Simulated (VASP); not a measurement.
# AgI (P6_3mc) in VASP: notebook

Runs on AgI. Level: PBEsol. Tasks: single point, relaxation of cell and atoms.

Program: VASP 6.6.1. These are calculated values, not measurements. Logs are shortened: lines on timing, memory, paths and dates and some standing lists are left out, and cuts for length are marked.

## 1. The cell of the first run

The structure is hexagonal, space group P6_3mc (No. 186). Conventional cell: a = 4.559 Å, b = 4.559 Å, c = 7.454 Å, α = 90.00°, β = 90.00°, γ = 120.00°. Ag (site symmetry 3m) has 4 I at 2.79 Å within 3.7 Å. Within 3.7 Å of I (site symmetry 3m) lie 4 Ag at 2.79 Å.

## 2. Single point, PBEsol

File INCAR:

```
SYSTEM = AgI
PREC = Accurate
ENCUT = 500
EDIFF = 1E-6
ISMEAR = -1
SIGMA = 0.1
LREAL = .FALSE.
LASPH = .TRUE.
NELM = 120
ALGO = Normal
ISIF = 2
LWAVE = .FALSE.
LCHARG = .TRUE.
GGA = PS
LELF = .TRUE.
LVHAR = .TRUE.
NBANDS = 26
GGA_COMPAT = .FALSE.
```

File KPOINTS:

```
Automatic mesh
0
G
  8 8 4
  0 0 0
```

File POSCAR:

```
AgI
1.0
    4.5590943184      0.0000000000      0.0000000000
   -2.2795471592      3.9482914980      0.0000000000
    0.0000000000      0.0000000000      7.4539507573
Ag I
2 2
Direct
    0.6666666667      0.3333333333      0.6275530660
    0.3333333333      0.6666666667      0.1275530660
    0.6666666667      0.3333333333      0.0024469340
    0.3333333333      0.6666666667      0.5024469340
```

Potentials or basis: VASP PAW PBE potentials, release 64 (Ag, I).

Run with:

```
$ cat potpaw_PBE.64/Ag/POTCAR potpaw_PBE.64/I/POTCAR > POTCAR
$ mpirun -np 1 vasp_std > vasp.out
```

OUTCAR:

```text
SYSTEM = AgI
   PREC = Accurate
   ENCUT = 500
   EDIFF = 1E-6
   ISMEAR = -1
   LREAL = .FALSE.
   LASPH = .TRUE.
   NELM = 120
   ISIF = 2
   GGA = PS

 ion  position               nearest neighbor table
   1  0.667  0.333  0.628-   4 2.79   4 2.79   4 2.79   3 2.79
   2  0.333  0.667  0.128-   3 2.79   3 2.79   3 2.79   4 2.79
   3  0.667  0.333  0.002-   2 2.79   2 2.79   2 2.79   1 2.79
   4  0.333  0.667  0.502-   1 2.79   1 2.79   1 2.79   2 2.79

  LATTYP: Found a hexagonal cell.
 ALAT       =     4.5590943184
 C/A-ratio  =     1.6349630512

  Lattice vectors:

 A1 = (   4.5590943184,   0.0000000000,   0.0000000000)
 A2 = (  -2.2795471592,   3.9482914980,   0.0000000000)
 A3 = (   0.0000000000,   0.0000000000,   7.4539507573)

Analysis of symmetry for initial positions (statically):
=====================================================================
 Subroutine PRICEL returns:
 Original cell was already a primitive cell.

 Routine SETGRP: Setting up the symmetry group for a
 hexagonal supercell.

 Subroutine GETGRP returns: Found 12 space group operations
 (whereof  6 operations were pure point group operations)
 out of a pool of 24 trial point group operations.

The static configuration has the point symmetry C_3v.
 The point group associated with its full space group is C_6v.

Analysis of symmetry for dynamics (positions and initial velocities):
=====================================================================
 Subroutine PRICEL returns:
 Original cell was already a primitive cell.

 Routine SETGRP: Setting up the symmetry group for a
 hexagonal supercell.

 Subroutine GETGRP returns: Found 12 space group operations
 (whereof  6 operations were pure point group operations)
 out of a pool of 24 trial point group operations.

The dynamic configuration has the point symmetry C_3v.
 The point group associated with its full space group is C_6v.

 Subroutine INISYM returns: Found 12 space group operations
 (whereof  6 operations are pure point group operations),
 and found     1 'primitive' translations

----------------------------------------------------------------------------------------

                                     Primitive cell

  volume of cell :     134.1758

  direct lattice vectors                    reciprocal lattice vectors
     4.559094318  0.000000000  0.000000000     0.219341810  0.126637053  0.000000000
    -2.279547159  3.948291498  0.000000000     0.000000000  0.253274106  0.000000000
     0.000000000  0.000000000  7.453950757     0.000000000  0.000000000  0.134157044

  length of vectors
     4.559094318  4.559094318  7.453950757     0.253274106  0.253274106  0.134157044

  position of ions in fractional coordinates (direct lattice)
     0.666666667  0.333333333  0.627553066
     0.333333333  0.666666667  0.127553066
     0.666666667  0.333333333  0.002446934
     0.333333333  0.666666667  0.502446934

  ion indices of the primitive-cell ions
   primitive index   ion index
                 1           1
                 2           2
                 3           3
                 4           4

----------------------------------------------------------------------------------------

 KPOINTS: Automatic mesh

Automatic generation of k-mesh.
 Grid dimensions read from file:
 generate k-points for:    8    8    4

 Generating k-lattice:

  Cartesian coordinates                     Fractional coordinates (reciprocal lattice)
     0.027417726  0.015829632  0.000000000     0.125000000 -0.000000000  0.000000000
     0.000000000  0.031659263  0.000000000     0.000000000  0.125000000  0.000000000
     0.000000000  0.000000000  0.033539261     0.000000000  0.000000000  0.250000000

  Length of vectors
     0.031659263  0.031659263  0.033539261

  Shift w.r.t. Gamma in fractional coordinates (k-lattice)
     0.000000000  0.000000000  0.000000000

 Subroutine IBZKPT returns following result:
 ===========================================

 Found     30 irreducible k-points:

 Following reciprocal coordinates:
            Coordinates               Weight
  0.000000  0.000000  0.000000      1.000000
  0.125000 -0.000000  0.000000      6.000000
  0.250000 -0.000000  0.000000      6.000000
  0.375000  0.000000  0.000000      6.000000
  0.500000 -0.000000  0.000000      3.000000
  0.125000  0.125000  0.000000      6.000000
[... 16 lines left out ...]
  0.250000 -0.000000  0.500000      6.000000
  0.375000  0.000000  0.500000      6.000000
 [... further k-points ...]
   k-points           NKPTS =     30   k-points in BZ     NKDIM =     30   number of bands    NBANDS=     26
   number of dos      NEDOS =    301   number of ions     NIONS =      4
   total plane-waves  NPLWV =  69984
   dimension x,y,z NGX =    36 NGY =   36 NGZ =   54
   dimension x,y,z NGXF=    72 NGYF=   72 NGZF=  108
   ions per type =               2   2
   NGX,Y,Z   is equivalent  to a cutoff of  13.13, 13.13, 12.04 a.u.
   NGXF,Y,Z  is equivalent  to a cutoff of  26.25, 26.25, 24.09 a.u.
 SYSTEM =  AgI
   PREC   = accura    normal or accurate (medium, high low for compatibility)
   ISTART =      0    job   : 0-new  1-cont  2-samecut
   ICHARG =      2    charge: 1-file 2-atom 10-const
   ISPIN  =      1    spin polarized calculation?
   LNONCOLLINEAR =      F non collinear calculations
   LSORBIT =      F    spin-orbit coupling
   LASPH  =      T    aspherical Exc in radial PAW
   ENCUT  =  500.0 eV  36.75 Ry    6.06 a.u.   8.31  8.31 13.59*2*pi/ulx,y,z
   NELM   =    120;   NELMIN=  2; NELMDL= -5     # of ELM steps
   EDIFF  = 0.1E-05   stopping-criterion for ELM
   LREAL  =      F    real-space projection
   EDIFFG = 0.1E-04   stopping-criterion for IOM
   NSW    =      0    number of steps for IOM
   IBRION =     -1    ionic relax: 0-MD 1-quasi-New 2-CG
   NFREE  =      0    steps in history (QN), initial steepest desc. (CG)
   ISIF   =      2    stress and relaxation
   ISYM   =      2    0-nonsym 1-usesym 2-fastsym
   POTIM  = 0.5000    time-step for ionic-motion
   TEBEG  =    0.0;   TEEND  =   0.0 temperature during run
   PSTRESS=    0.0 pullay stress
   NELECT =      36.0000    total number of electrons
   NUPDOWN=      -1.0000    fix difference up-down
   EMIN   =  10.00;   EMAX   =-10.00  energy-range for DOS
   EFERMI =   0.00;   METHOD = LEGACY
   ISMEAR =    -1;   SIGMA  =   0.10  broadening in eV -4-tet -1-fermi 0-gaus
   EFERMI_NEDOS =   21; number of points for ismear=-14 and -15
   IALGO  =     38    algorithm
   IMIX   =      4    mixing-type and parameters
     AMIX     =   0.40;   BMIX     =  1.00
     AMIX_MAG =   1.60;   BMIX_MAG =  1.00
  volume/ion in A,a.u.               =      33.54       226.37
  Fermi-wavevector in a.u.,A,eV,Ry     =   1.055887  1.995338 15.169108  1.114898
  Thomas-Fermi vector in A             =   2.191102
   LORBIT       =      0    0 simple, 1 ext, 2 COOP (PROOUT), +10 PAW based schemes
   GGA     = PS    functional components
   LHFCALC =     F    Hartree Fock is set to
   AEXX    =    0.0000 exact exchange contribution
   IVDW    =     0    specifies the selected vdW correction
   LEPSILON=     F    determine dielectric tensor
   LRPA    =     F    only Hartree local field effects (RPA)
 non-spin polarized calculation
  energy-cutoff  :      500.00
  volume of cell :      134.18
 maximum number of plane-waves:      3424
 NGX is ok and might be reduce to    36
   NGX = 17   NGY = 17   NGZ = 27

 number of electron      36.0000003 magnetization

 Free energy of the ion-electron system (eV)
  ---------------------------------------------------
  ext. energy  EPLUGINS =         0.00000000
  ---------------------------------------------------
  free energy    TOTEN  =       -10.90960596 eV

  energy without entropy =      -10.90952632  energy(sigma->0) =      -10.90956614

 E-fermi :   3.9678     XC(G=0):  -8.7269

 val. band max:        3.2410176306   @ k =   0.0000   0.0000   0.0000
 cond. band min:       4.4738592255   @ k =   0.0000   0.0000   0.0000
 fundamental gap:      1.2328415949
 Fermi energy:         3.9678322918

 k-point     1 :       0.0000    0.0000    0.0000
  band No.  band energies     occupation
      1      -9.7273      2.00000
      2      -9.4136      2.00000
      3      -1.1074      2.00000
      4      -1.1043      2.00000
      5      -1.1043      2.00000
      6      -1.0884      2.00000
[... 18 lines left out ...]
     25       9.8026      0.00000
     26      10.5175      0.00000

 k-point     2 :       0.1250   -0.0000    0.0000
  band No.  band energies     occupation
      1      -9.6886      2.00000
      2      -9.3942      2.00000
      3      -1.1442      2.00000
      4      -1.0804      2.00000
      5      -1.0775      2.00000
      6      -1.0211      2.00000
[... 18 lines left out ...]
     25      10.1223      0.00000
     26      10.2352      0.00000

 k-point     3 :       0.2500   -0.0000    0.0000
  band No.  band energies     occupation
      1      -9.5888      2.00000
      2      -9.3504      2.00000
      3      -1.2220      2.00000
      4      -1.0607      2.00000
      5      -1.0155      2.00000
      6      -0.9379      2.00000
[... 18 lines left out ...]
     25      10.2191      0.00000
     26      10.6615      0.00000

 k-point     4 :       0.3750    0.0000    0.0000
  band No.  band energies     occupation
      1      -9.4744      2.00000
      2      -9.3168      2.00000
      3      -1.2583      2.00000
      4      -1.1035      2.00000
      5      -0.9598      2.00000
      6      -0.8233      2.00000
[... 18 lines left out ...]
     25      10.5768      0.00000
     26      11.4359      0.00000
[... 496 lines left out ...]
      1      -9.5445      2.00000
      2      -9.5445      2.00000
      3      -1.2324      2.00000
      4      -1.2324      2.00000
      5      -1.0141      2.00000
      6      -1.0141      2.00000
[... 18 lines left out ...]
     25       9.4501      0.00000
     26       9.4501      0.00000

 k-point    23 :       0.2500   -0.0000    0.5000
  band No.  band energies     occupation
      1      -9.4708      2.00000
      2      -9.4708      2.00000
      3      -1.2891      2.00000
      4      -1.2891      2.00000
      5      -0.9278      2.00000
      6      -0.9278      2.00000
[... 18 lines left out ...]
     25      10.0485      0.00000
     26      10.0485      0.00000

 k-point    24 :       0.3750    0.0000    0.5000
  band No.  band energies     occupation
      1      -9.3945      2.00000
      2      -9.3945      2.00000
      3      -1.3386      2.00000
      4      -1.3386      2.00000
      5      -0.8409      2.00000
      6      -0.8409      2.00000
[... 18 lines left out ...]
     25      10.5042      0.00000
     26      10.5042      0.00000

 [... further k-points ...]

------------------------ aborting loop because EDIFF is reached ----------------------------------------

  FORCE on cell =-STRESS in cart. coord.  units (eV):
  Direction    XX          YY          ZZ          XY          YZ          ZX
  --------------------------------------------------------------------------------------
  -------------------------------------------------------------------------------------
  Total       -0.0304816     -0.0304816     -0.0348308      0.0000000      0.0000000     -0.0000000
  in kB       -0.3639773     -0.3639773     -0.4159100      0.0000000      0.0000000     -0.0000000
  external PRESSURE =      -0.3812882 kB  Pullay stress =       0.0000000 kB

 VOLUME and BASIS-vectors are now :
 -----------------------------------------------------------------------------
  energy-cutoff  :      500.00
  volume of cell :      134.18
      direct lattice vectors                 reciprocal lattice vectors
     4.559094318  0.000000000  0.000000000     0.219341810  0.126637053  0.000000000
    -2.279547159  3.948291498  0.000000000     0.000000000  0.253274106  0.000000000
     0.000000000  0.000000000  7.453950757     0.000000000  0.000000000  0.134157044

 POSITION                                       TOTAL-FORCE (eV/Angst)
 -----------------------------------------------------------------------------------
      2.27955      1.31610      4.67775        -0.000000      0.000000     -0.000453
     -0.00000      2.63219      0.95077         0.000000     -0.000000     -0.000453
      2.27955      1.31610      0.01824        -0.000000      0.000000      0.000453
     -0.00000      2.63219      3.74521         0.000000     -0.000000      0.000453
 -----------------------------------------------------------------------------------
    total drift:                               -0.000000      0.000000      0.001969

  FREE ENERGIE OF THE ION-ELECTRON SYSTEM (eV)
  ---------------------------------------------------
  free  energy   TOTEN  =       -10.9096059649 eV

  energy  without entropy=      -10.9095263199  energy(sigma->0) =      -10.90956614
```

Run time: 95 s. Hardware: 1 thread of Oxide Virtual Turin-like, shared host; peak memory 0.26 GiB.

Results:

```yaml
Free_energy: -10.9096 eV
Pressure: 0.0 GPa
Band_gap_on_the_k_mesh: 1.23 eV
```

Caveat: the PAW data sets were made with another functional, which shifts forces and pressure a little; spin-orbit coupling is left out, which moves the levels of the heavy elements.

## 3. Relaxation of cell and atoms, PBEsol

This run uses another cell than the first one, of 34.30 Å³/atom.

File INCAR:

```
ALGO = Normal
EDIFF = 1E-7
EDIFFG = -0.002
ENCUT = 500
GGA = PS
GGA_COMPAT = F
IBRION = 2
ISIF = 3
ISMEAR = -1
LASPH = T
LCHARG = F
LREAL = F
LWAVE = F
NELM = 120
NELMIN = 4
NSW = 100
PREC = Accurate
SIGMA = 0.1
```

File KPOINTS:

```
k-points
0
Gamma
  8 8 4
```

File POSCAR:

```
AgI
1.0
    4.5900000000      0.0000000000      0.0000000000
   -2.2950000000      3.9750566034      0.0000000000
    0.0000000000      0.0000000000      7.5200000000
Ag I
2 2
Direct
    0.6666666667      0.3333333333      0.6300000000
    0.3333333333      0.6666666667      0.1300000000
    0.6666666667      0.3333333333      0.0000000000
    0.3333333333      0.6666666667      0.5000000000
```

Potentials or basis: VASP PAW PBE potentials, release 64 (Ag, I).

Run with:

```
$ cat potpaw_PBE.64/Ag/POTCAR potpaw_PBE.64/I/POTCAR > POTCAR
$ mpirun -np 1 vasp_std > vasp.out
```

Wall time 8.2 min (1 thread of Oxide Virtual Turin-like, shared host); peak memory 0.28 GiB.

The run converged. Its results:

```
Free energy                           : -10.9100 eV
Relaxed volume                        : 33.51 Å³/atom
Relaxed cell                          : a = 4.558 Å, b = 4.558 Å, c = 7.450 Å, α = 90.00°, β = 90.00°, γ = 120.00°
Space group after relaxing (to 0.1 Å) : P6_3mc (No. 186)
Energy gained by relaxing             : 2.6 meV/atom
Ionic steps                           : 11
Pressure after relaxing               : 0.0 GPa
Band gap on the k mesh                : 1.23 eV
```

The path:
| step | energy change (eV) | largest force (eV/Å) | pressure (GPa) | volume (Å³) |
| --- | --- | --- | --- | --- |
| 1 | 0.0000 | 0.0790 | -0.75 | 137.21 |
| 2 | -0.0094 | 0.0393 | -0.02 | 134.05 |
| 3 | -0.0094 | 0.0355 | 0.06 | 133.78 |
| 4 | -0.0094 | 0.0365 | 0.05 | 133.85 |
| 5 | -0.0097 | 0.0196 | 0.01 | 133.97 |
| 6 | -0.0097 | 0.0097 | -0.01 | 134.03 |
| 7 | -0.0098 | 0.0084 | -0.01 | 134.03 |
| 8 | -0.0101 | 0.0045 | 0.00 | 134.00 |
| 9 | -0.0103 | 0.0027 | 0.02 | 133.94 |
| 10 | -0.0102 | 0.0045 | -0.05 | 134.20 |
| 11 | -0.0103 | 0.0001 | 0.00 | 134.03 |

Final structure:
```cif
data_structure
_symmetry_space_group_name_H-M 'P 1'
_symmetry_Int_Tables_number 1
_cell_length_a 4.5578
_cell_length_b 4.5578
_cell_length_c 7.4504
_cell_angle_alpha 90.000
_cell_angle_beta 90.000
_cell_angle_gamma 120.000
_cell_volume 134.03
loop_
_atom_site_label
_atom_site_type_symbol
_atom_site_fract_x
_atom_site_fract_y
_atom_site_fract_z
_atom_site_occupancy
Ag1 Ag 0.66667 0.33333 0.62751 1
Ag2 Ag 0.33333 0.66667 0.12751 1
I1 I 0.66667 0.33333 0.00249 1
I2 I 0.33333 0.66667 0.50249 1
```

Levels at points of the mesh, in eV from the valence-band top:
| k point | band 16 | band 17 | band 18 | band 19 | band 20 | band 21 |
| --- | --- | --- | --- | --- | --- | --- |
| (0.00, 0.00, 0.00) | -0.07 | 0.00 | 0.00 | 1.23 | 2.51 | 5.63 |
| (0.50, 0.00, 0.00) | -1.88 | -1.11 | -0.76 | 3.25 | 3.46 | 4.67 |
| (0.00, 0.00, 0.50) | -0.39 | -0.39 | -0.39 | 2.56 | 2.56 | 5.52 |
| (0.50, 0.00, 0.50) | -1.32 | -1.30 | -1.30 | 3.13 | 3.13 | 4.74 |

Caveat: the PAW data sets were made with another functional, which shifts forces and pressure a little; spin-orbit coupling is left out, which moves the levels of the heavy elements.

## 4. Single point, PBEsol, non-collinear spin, zero start, spin-orbit coupling (film at in-plane strain -0.02)

File INCAR:

```
SYSTEM = AgI
PREC = Accurate
ENCUT = 500
EDIFF = 1E-6
ISMEAR = 0
SIGMA = 0.01
LREAL = .False.
LASPH = .True.
NELM = 200
ALGO = Normal
ISIF = 2
LWAVE = .False.
LCHARG = .False.
LNONCOLLINEAR = .True.
MAGMOM = 0 0 0 0 0 0 0 0 0 0 0 0
LORBIT = 11
LSORBIT = .True.
GGA_COMPAT = .False.
LORBMOM = .True.
LMAXMIX = 4
GGA = PS
NBANDS = 50
```

File KPOINTS:

```
Automatic mesh
0
Gamma
  6 6 4
  0 0 0
```

File POSCAR:

```
AgI
1.0
    4.4679124321      0.0000000000      0.0000000000
   -2.2339562160      3.8693256680      0.0000000000
    0.0000000000      0.0000000000      7.6276856473
Ag I
2 2
Direct
    0.6666666667      0.3333333333      0.6334396916
    0.3333333333      0.6666666667      0.1334396916
    0.6666666667      0.3333333333     -0.0034396916
    0.3333333333      0.6666666667      0.4965603084
```

Run with:

```
$ cat potpaw_PBE.64/Ag/POTCAR potpaw_PBE.64/I/POTCAR > POTCAR
$ mpirun -np 1 vasp_ncl > vasp.out
```

Run time: 6.4 min. Hardware: 1 thread of Oxide Virtual Turin-like, shared host; peak memory 0.63 GiB.

The run converged. Its results:

| Quantity | Value |
| --- | --- |
| Free energy | -11.2029 eV |
| Pressure | 0.5 GPa |
| Net moment | 0.00 μB per cell |
| Valence electrons inside the program's atomic spheres | Ag 9.85; I 4.28 |

Stress tensor (GPa, compression positive):
```
 0.79  0.00  0.00
 0.00  0.79  0.00
 0.00  0.00 -0.02
```

Moments on the atoms (μB; x, y, z):
```
Ag  0.00 0.00 0.00
Ag  0.00 0.00 0.00
I   0.00 0.00 0.00
I   0.00 0.00 0.00
```

Caveat: the cell differs from its parent crystal (film at in-plane strain -0.02); the PAW data sets were made with another functional, which shifts forces and pressure a little.

## 5. Overview

| task | spin | cell | k mesh | smearing | gap on the mesh (eV) | pressure (GPa) |
| --- | --- | --- | --- | --- | --- | --- |
| single point | off | a = 4.559, b = 4.559, c = 7.454 Å, angles 90.0, 90.0, 120.0°, 4 atoms, atomic positions A | 8 × 8 × 4 | fermi-dirac 0.1 eV | 1.23 | 0.0 |
| relaxation of cell and atoms | off | relaxed from a = 4.590, b = 4.590, c = 7.520 Å, angles 90.0, 90.0, 120.0°, 4 atoms, atomic positions B | 8 × 8 × 4 | fermi-dirac 0.1 eV | 1.23 | 0.0 |
| single point | non-collinear, zero start, SOC | a = 4.468, b = 4.468, c = 7.628 Å, angles 90.0, 90.0, 120.0°, 4 atoms, atomic positions C | 6 × 6 × 4 | gaussian 0.01 eV | - | 0.5 |

Alike in all rows: level PBEsol; potentials or basis VASP PAW PBE potentials, release 64 (Ag, I); cutoff (eV) 500.

Caveats: the PAW data sets were made with another functional, which shifts forces and pressure a little; spin-orbit coupling is left out, which moves the levels of the heavy elements (at least some runs).

Absolute energies hang on the potentials; compare differences alone.
